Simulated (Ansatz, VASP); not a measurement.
**CdSe in VASP and in Ansatz**

```
CELL_PARAMETERS angstrom
0.00000 3.07027 3.07027
3.07027 0.00000 3.07027
3.07027 3.07027 0.00000
ATOMIC_POSITIONS crystal
Cd 0.00000 0.00000 0.00000
Se 0.25000 0.25000 0.25000
```

Alike in both runs: functional PBE; k mesh 8 × 8 × 8; occupations fermi-dirac, width 0.03 eV; no spin polarisation.

Ansatz relaxed the structure, and its values are those at the end. VASP's run is a single point on that final structure, the one shown.

|  | VASP | Ansatz |
| --- | --- | --- |
| version | VASP 6.6.1 | Ansatz 0.2.0 |
| potentials or method | VASP PAW PBE potentials, release 64 (Cd, Se) | PAW with Ansatz's default frozen-core files, scalar-relativistic |
| plane-wave cutoff (eV) | 520 | 420 |
| valence electrons in the cell | 18 | 36 |

```tsv
	VASP	Ansatz	Ansatz less VASP
pressure (GPa)	1.6	1.3	-0.29
```

VASP's potentials hold 18 valence electrons a cell and Ansatz's 36, so a difference there can come from the potentials and not from the codes. Ansatz's warnings: stress scf threshold loose.
